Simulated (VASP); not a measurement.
# ZrMoSe4 (P2/m) in VASP: further runs

The runs below take ZrMoSe4 through single point, with PBE+U.

Program: VASP 6.6.1. These are calculated values, not measurements. Logs are shortened: lines on timing, memory, paths and dates and some standing lists are left out, and cuts for length are marked.

**1. The cell of the first run**

It takes space group P2/m (No. 10, monoclinic). The conventional cell has a = 6.097 Å, b = 3.667 Å, c = 6.197 Å, α = 90.00°, β = 90.00°, γ = 90.00°. Within 3.4 Å of Se (site symmetry m) lie 1 Mo at 2.55 Å and 2 Zr at 2.61 Å. Se (site symmetry m) has 1 Zr at 2.55 Å and 2 Mo at 2.61 Å within 3.4 Å. Within 3.4 Å of Mo (site symmetry 2/m) lie 6 Se at 2.55 to 2.61 Å. Zr (site symmetry 2/m) has 6 Se at 2.55 to 2.61 Å within 3.4 Å.

**2. Single point, PBE+U**

POSCAR

```
ZrMoSe4
1.0
    6.0969730000      0.0000000000      0.0000000000
    0.0000000000      3.6671790000      0.0000000000
    0.0000000000      0.0000000000      6.1969230000
Se Mo Zr
4 1 1
Direct
    0.2500000000      0.0000000000      0.3300000000
    0.7500000000      0.0000000000      0.6700000000
    0.2500000000      0.5000000000      0.8300000000
    0.7500000000      0.5000000000      0.1700000000
    0.0000000000      0.0000000000      0.0000000000
    0.0000000000      0.5000000000      0.5000000000
```

INCAR.step1

```
SYSTEM = ZrMoSe4
ALGO = Normal ; EDIFF = 1E-6
ENCUT = 520 ; GGA = PE
ISIF = 2 ; ISMEAR = -1
LASPH = .True. ; LCHARG = .True.
LDAU = .True. ; LDAUJ = 0 0 0
LDAUL = -1 2 -1 ; LDAUPRINT = 1
LDAUTYPE = 2 ; LDAUU = 0 2.5 0
LMAXMIX = 4 ; LREAL = .False.
LWAVE = .False. ; NBANDS = 34
NELM = 150 ; PREC = Accurate
SIGMA = 0.1
```

KPOINTS.step1

```
Automatic mesh
0
Gamma
  3 5 3
  0 0 0.5
```

INCAR.step2

```
SYSTEM = ZrMoSe4
ALGO = Normal ; EDIFF = 1E-6
ENCUT = 520 ; GGA = PE
ICHARG = 11 ; ISIF = 2
ISMEAR = -5 ; LASPH = .True.
LCHARG = .False. ; LDAU = .True.
LDAUJ = 0 0 0 ; LDAUL = -1 2 -1
LDAUPRINT = 1 ; LDAUTYPE = 2
LDAUU = 0 2.5 0 ; LMAXMIX = 4
LORBIT = 11 ; LREAL = .False.
LWAVE = .False. ; NEDOS = 2001
NELM = 150 ; PREC = Accurate
SIGMA = 0.1
```

KPOINTS.step2

```
k-points
0
Gamma
  5 8 5
  0 0 0
```

Potentials or basis: VASP PAW PBE potentials, release 64 (Se, Mo_sv, Zr_sv).

Command:

```console
$ cat potpaw_PBE.64/Se/POTCAR potpaw_PBE.64/Mo_sv/POTCAR potpaw_PBE.64/Zr_sv/POTCAR > POTCAR
$ cp INCAR.step1 INCAR
$ cp KPOINTS.step1 KPOINTS
$ mpirun -np 1 vasp_std > vasp.out
$ cp INCAR.step2 INCAR
$ cp KPOINTS.step2 KPOINTS
$ mpirun -np 1 vasp_std > vasp.out
```

OUTCAR:

```text
SYSTEM = ZrMoSe4
   EDIFF = 1E-6
   ENCUT = 520
   GGA = PE
   ICHARG = 11
   ISIF = 2
   ISMEAR = -5
   LASPH = .True.
   LORBIT = 11
   LREAL = .False.
   NELM = 150
   PREC = Accurate

 ion  position               nearest neighbor table
   1  0.250  0.000  0.330-   5 2.55   6 2.61   6 2.61
   2  0.750  0.000  0.670-   5 2.55   6 2.61   6 2.61
   3  0.250  0.500  0.830-   6 2.55   5 2.61   5 2.61
   4  0.750  0.500  0.170-   6 2.55   5 2.61   5 2.61
   5  0.000  0.000  0.000-   1 2.55   2 2.55   3 2.61   4 2.61   3 2.61   4 2.61   6 3.60   6 3.60
                             6 3.60   6 3.60
   6  0.000  0.500  0.500-   3 2.55   4 2.55   1 2.61   2 2.61   1 2.61   2 2.61   5 3.60   5 3.60
                             5 3.60   5 3.60

  LATTYP: Found a simple orthorhombic cell.
 ALAT       =     3.6671790000
 B/A-ratio  =     1.6625785106
 C/A-ratio  =     1.6898337932

  Lattice vectors:

 A1 = (   0.0000000000,  -3.6671790000,   0.0000000000)
 A2 = (   6.0969730000,   0.0000000000,   0.0000000000)
 A3 = (   0.0000000000,   0.0000000000,   6.1969230000)

Analysis of symmetry for initial positions (statically):
=====================================================================
 Subroutine PRICEL returns:
 Original cell was already a primitive cell.

 Routine SETGRP: Setting up the symmetry group for a
 simple orthorhombic supercell.

 Subroutine GETGRP returns: Found  4 space group operations
 (whereof  4 operations were pure point group operations)
 out of a pool of  8 trial point group operations.

The static configuration has the point symmetry C_2h.

Analysis of symmetry for dynamics (positions and initial velocities):
=====================================================================
 Subroutine PRICEL returns:
 Original cell was already a primitive cell.

 Routine SETGRP: Setting up the symmetry group for a
 simple orthorhombic supercell.

 Subroutine GETGRP returns: Found  4 space group operations
 (whereof  4 operations were pure point group operations)
 out of a pool of  8 trial point group operations.

The dynamic configuration has the point symmetry C_2h.

 Subroutine INISYM returns: Found  4 space group operations
 (whereof  4 operations are pure point group operations),
 and found     1 'primitive' translations

----------------------------------------------------------------------------------------

                                     Primitive cell

  volume of cell :     138.5551

  direct lattice vectors                    reciprocal lattice vectors
     6.096973000  0.000000000  0.000000000     0.164015816  0.000000000  0.000000000
     0.000000000  3.667179000  0.000000000     0.000000000  0.272689171  0.000000000
     0.000000000  0.000000000  6.196923000     0.000000000  0.000000000  0.161370409

  length of vectors
     6.096973000  3.667179000  6.196923000     0.164015816  0.272689171  0.161370409

  position of ions in fractional coordinates (direct lattice)
     0.250000000  0.000000000  0.330000000
     0.750000000  0.000000000  0.670000000
     0.250000000  0.500000000  0.830000000
     0.750000000  0.500000000  0.170000000
     0.000000000  0.000000000  0.000000000
     0.000000000  0.500000000  0.500000000

  ion indices of the primitive-cell ions
   primitive index   ion index
                 1           1
                 2           2
                 3           3
                 4           4
                 5           5
                 6           6

----------------------------------------------------------------------------------------

 KPOINTS: k-points

Automatic generation of k-mesh.
 Grid dimensions read from file:
 generate k-points for:    5    8    5

 Generating k-lattice:

  Cartesian coordinates                     Fractional coordinates (reciprocal lattice)
     0.032803163  0.000000000  0.000000000     0.200000000  0.000000000  0.000000000
     0.000000000  0.034086146  0.000000000     0.000000000  0.125000000  0.000000000
     0.000000000  0.000000000  0.032274082     0.000000000  0.000000000  0.200000000

  Length of vectors
     0.032803163  0.034086146  0.032274082

  Shift w.r.t. Gamma in fractional coordinates (k-lattice)
     0.000000000  0.000000000  0.000000000

 TETIRR: Found    588 inequivalent tetrahedra from     1200

 Subroutine IBZKPT returns following result:
 ===========================================

 Found     65 irreducible k-points:

 Following reciprocal coordinates:
            Coordinates               Weight
  0.000000  0.000000  0.000000      1.000000
  0.200000  0.000000  0.000000      2.000000
  0.400000  0.000000  0.000000      2.000000
  0.000000  0.125000  0.000000      2.000000
  0.200000  0.125000  0.000000      4.000000
  0.400000  0.125000  0.000000      4.000000
[... 16 lines left out ...]
  0.200000 -0.125000 -0.200000      4.000000
  0.400000  0.125000  0.200000      4.000000
 [... further k-points ...]
   k-points           NKPTS =     65   k-points in BZ     NKDIM =     65   number of bands    NBANDS=     30
   number of dos      NEDOS =   2001   number of ions     NIONS =      6
   total plane-waves  NPLWV =  64512
   dimension x,y,z NGX =    48 NGY =   28 NGZ =   48
   dimension x,y,z NGXF=    96 NGYF=   56 NGZF=   96
   ions per type =               4   1   1
   NGX,Y,Z   is equivalent  to a cutoff of  13.09, 12.69, 12.88 a.u.
   NGXF,Y,Z  is equivalent  to a cutoff of  26.18, 25.39, 25.75 a.u.
 SYSTEM =  ZrMoSe4
   PREC   = accura    normal or accurate (medium, high low for compatibility)
   ISTART =      0    job   : 0-new  1-cont  2-samecut
   ICHARG =     11    charge: 1-file 2-atom 10-const
   ISPIN  =      1    spin polarized calculation?
   LNONCOLLINEAR =      F non collinear calculations
   LSORBIT =      F    spin-orbit coupling
   LASPH  =      T    aspherical Exc in radial PAW
   ENCUT  =  520.0 eV  38.22 Ry    6.18 a.u.  11.34  6.82 11.52*2*pi/ulx,y,z
   NELM   =    150;   NELMIN=  2; NELMDL=  0     # of ELM steps
   EDIFF  = 0.1E-05   stopping-criterion for ELM
   LREAL  =      F    real-space projection
   EDIFFG = 0.1E-04   stopping-criterion for IOM
   NSW    =      0    number of steps for IOM
   IBRION =     -1    ionic relax: 0-MD 1-quasi-New 2-CG
   NFREE  =      0    steps in history (QN), initial steepest desc. (CG)
   ISIF   =      2    stress and relaxation
   ISYM   =      2    0-nonsym 1-usesym 2-fastsym
   POTIM  = 0.5000    time-step for ionic-motion
   TEBEG  =    0.0;   TEEND  =   0.0 temperature during run
   PSTRESS=    0.0 pullay stress
   NELECT =      50.0000    total number of electrons
   NUPDOWN=      -1.0000    fix difference up-down
   EMIN   =  10.00;   EMAX   =-10.00  energy-range for DOS
   EFERMI =   0.00;   METHOD = LEGACY
   ISMEAR =    -5;   SIGMA  =   0.10  broadening in eV -4-tet -1-fermi 0-gaus
   EFERMI_NEDOS =   21; number of points for ismear=-14 and -15
   IALGO  =     38    algorithm
   IMIX   =      4    mixing-type and parameters
     AMIX     =   0.40;   BMIX     =  1.00
     AMIX_MAG =   1.60;   BMIX_MAG =  1.00
  volume/ion in A,a.u.               =      23.09       155.84
  Fermi-wavevector in a.u.,A,eV,Ry     =   1.165531  2.202535 18.483020  1.358464
  Thomas-Fermi vector in A             =   2.302056
   LORBIT       =     11    0 simple, 1 ext, 2 COOP (PROOUT), +10 PAW based schemes
 LDA+U is selected, type is set to LDAUTYPE =  2
   angular momentum for each species LDAUL =    -1    2   -1
   U (eV)           for each species LDAUU =   0.0  2.5  0.0
   J (eV)           for each species LDAUJ =   0.0  0.0  0.0
   GGA     = PE    functional components
   LHFCALC =     F    Hartree Fock is set to
   AEXX    =    0.0000 exact exchange contribution
   IVDW    =     0    specifies the selected vdW correction
   LEPSILON=     F    determine dielectric tensor
   LRPA    =     F    only Hartree local field effects (RPA)
 non-spin polarized calculation
 Fermi weights with tetrahedron method with Bloechl corrections
  energy-cutoff  :      520.00
  volume of cell :      138.56
 maximum number of plane-waves:      3768
 NGX is ok and might be reduce to    48

atom =   5  type =  2  l = 2

 onsite density matrix

spin component  1

  0.4263  0.0386  0.0000  0.0000  0.0000
  0.0386  0.3684  0.0000  0.0000  0.0000
  0.0000  0.0000  0.3871 -0.0274 -0.0218
  0.0000  0.0000 -0.0274  0.4218  0.0188
  0.0000  0.0000 -0.0218  0.0188  0.2793

spin component  2

  0.4263  0.0386  0.0000  0.0000  0.0000
  0.0386  0.3684  0.0000  0.0000  0.0000
  0.0000  0.0000  0.3871 -0.0274 -0.0218
  0.0000  0.0000 -0.0274  0.4218  0.0188
  0.0000  0.0000 -0.0218  0.0188  0.2793

 occupancies and eigenvectors

  o =  0.2738  v =  0.0000  0.0000  0.1658 -0.0939  0.9817  0.0000  0.0000  0.0000  0.0000  0.0000      0.0000  0.0000  0.0000  0.0000  0.0000  0.0000  0.0000  0.0000  0.0000  0.0000
  o =  0.2738  v =  0.0000  0.0000  0.0000  0.0000  0.0000  0.0000  0.0000  0.1658 -0.0939  0.9817      0.0000  0.0000  0.0000  0.0000  0.0000  0.0000  0.0000  0.0000  0.0000  0.0000
  o =  0.3491  v =  0.0000  0.0000  0.0000  0.0000  0.0000  0.4469 -0.8946  0.0000  0.0000  0.0000      0.0000  0.0000  0.0000  0.0000  0.0000  0.0000  0.0000  0.0000  0.0000  0.0000
  o =  0.3491  v =  0.4469 -0.8946  0.0000  0.0000  0.0000  0.0000  0.0000  0.0000  0.0000  0.0000      0.0000  0.0000  0.0000  0.0000  0.0000  0.0000  0.0000  0.0000  0.0000  0.0000
  o =  0.3730  v =  0.0000  0.0000  0.0000  0.0000  0.0000  0.0000  0.0000  0.8520  0.5150 -0.0946      0.0000  0.0000  0.0000  0.0000  0.0000  0.0000  0.0000  0.0000  0.0000  0.0000
  o =  0.3730  v =  0.0000  0.0000  0.8520  0.5150 -0.0946  0.0000  0.0000  0.0000  0.0000  0.0000      0.0000  0.0000  0.0000  0.0000  0.0000  0.0000  0.0000  0.0000  0.0000  0.0000
  o =  0.4414  v =  0.0000  0.0000 -0.4967  0.8520  0.1654  0.0000  0.0000  0.0000  0.0000  0.0000      0.0000  0.0000  0.0000  0.0000  0.0000  0.0000  0.0000  0.0000  0.0000  0.0000
  o =  0.4414  v =  0.0000  0.0000  0.0000  0.0000  0.0000  0.0000  0.0000 -0.4967  0.8520  0.1654      0.0000  0.0000  0.0000  0.0000  0.0000  0.0000  0.0000  0.0000  0.0000  0.0000
  o =  0.4455  v = -0.8946 -0.4469  0.0000  0.0000  0.0000  0.0000  0.0000  0.0000  0.0000  0.0000      0.0000  0.0000  0.0000  0.0000  0.0000  0.0000  0.0000  0.0000  0.0000  0.0000
  o =  0.4455  v =  0.0000  0.0000  0.0000  0.0000  0.0000 -0.8946 -0.4469  0.0000  0.0000  0.0000      0.0000  0.0000  0.0000  0.0000  0.0000  0.0000  0.0000  0.0000  0.0000  0.0000

 number of electron      49.9999997 magnetization

 Free energy of the ion-electron system (eV)
  ---------------------------------------------------
  ext. energy  EPLUGINS =         0.00000000
  ---------------------------------------------------
  free energy    TOTEN  =       -34.99891595 eV

  energy without entropy =      -34.99891595  energy(sigma->0) =      -34.99891595

 E-fermi :   5.2721     XC(G=0):  -9.9812

 val. band max:        5.3050690363   @ k =   0.4000   0.2500   0.0000
 cond. band min:       5.2382512665   @ k =   0.0000   0.0000   0.0000
 fundamental gap:     -0.0668177698
 Fermi energy:         5.2720585530

 k-point     1 :       0.0000    0.0000    0.0000
  band No.  band energies     occupation
      1     -56.5428      2.00000
      2     -43.8281      2.00000
      3     -30.7225      2.00000
      4     -30.5973      2.00000
      5     -30.4826      2.00000
      6     -22.0405      2.00000
[... 22 lines left out ...]
     29       7.0440      0.00000
     30       7.7666      0.00000
[... 728 lines left out ...]
  band No.  band energies     occupation
      1     -56.5424      2.00000
      2     -43.8265      2.00000
      3     -30.7310      2.00000
      4     -30.5956      2.00000
      5     -30.4818      2.00000
      6     -22.0373      2.00000
[... 22 lines left out ...]
     29       7.1830      0.00000
     30       7.7306      0.00000

 [... further k-points ...]
[... 5 lines left out ...]
  --------------------------------------------------------------------------------------
  -------------------------------------------------------------------------------------
  Total        8.1866863      0.1432297      4.4095543      0.0000000      0.0000000      3.1044122
  in kB       94.6664850      1.6562326     50.9897400      0.0000000      0.0000000     35.8977715
  external PRESSURE =      49.1041525 kB  Pullay stress =       0.0000000 kB

 VOLUME and BASIS-vectors are now :
 -----------------------------------------------------------------------------
  energy-cutoff  :      520.00
  volume of cell :      138.56
      direct lattice vectors                 reciprocal lattice vectors
     6.096973000  0.000000000  0.000000000     0.164015816  0.000000000  0.000000000
     0.000000000  3.667179000  0.000000000     0.000000000  0.272689171  0.000000000
     0.000000000  0.000000000  6.196923000     0.000000000  0.000000000  0.161370409

 POSITION                                       TOTAL-FORCE (eV/Angst)
 -----------------------------------------------------------------------------------
      1.52424      0.00000      2.04498         1.380808      0.000000     -0.432812
      4.57273      0.00000      4.15194        -1.380808     -0.000000      0.432812
      1.52424      1.83359      5.14345         1.024844      0.000000      1.214097
      4.57273      1.83359      1.05348        -1.024844     -0.000000     -1.214097
      0.00000      0.00000      0.00000         0.000000     -0.000000      0.000000
      0.00000      1.83359      3.09846         0.000000     -0.000000      0.000000
 -----------------------------------------------------------------------------------
    total drift:                               -0.000000      0.000000      0.000000

  FREE ENERGIE OF THE ION-ELECTRON SYSTEM (eV)
  ---------------------------------------------------
  free  energy   TOTEN  =       -34.9989159461 eV

  energy  without entropy=      -34.9989159461  energy(sigma->0) =      -34.99891595

 total charge

# of ion       s       p       d       tot
------------------------------------------
    1        1.469   2.395   0.044   3.908
    2        1.469   2.395   0.044   3.908
    3        1.474   2.355   0.049   3.878
    4        1.474   2.355   0.049   3.878
    5        2.273   6.162   3.712  12.147
    6        2.191   6.023   1.647   9.861
--------------------------------------------------
tot         10.349  21.686   5.546  37.581
```

Wall time 3.9 min (1 thread of Oxide Virtual Turin-like, shared host); peak memory 0.37 GiB.

What came out:

```
Valence electrons inside the program's atomic spheres : Se 3.91, 3.88 (each value once); Mo 12.15; Zr 9.86
```

Levels at points of the mesh, in eV from the Fermi level:
```
           k point  band 22  band 23  band 24  band 25  band 26  band 27  band 28  band 29
(0.00, 0.00, 0.00)    -0.69    -0.31    -0.31    -0.16    -0.03     0.00     0.92     1.77
(0.00, 0.50, 0.00)    -2.79    -1.95    -1.85     0.17     0.68     1.02     1.70     2.19
```

Eigenvalues of the final occupation matrices:
| site | spin | trace | eigenvalues |
| --- | --- | --- | --- |
| site 5 d | 1 | 1.88 | 0.27 0.35 0.37 0.44 0.45 |
| site 5 d | 2 | 1.88 | 0.27 0.35 0.37 0.44 0.45 |

Caveat: this functional lacks dispersion, which binds layers or chains, so the pressure and a relaxed spacing across them are unreliable; U without spin polarisation on a metal has little footing.

(Continued in part 2 of 2.)
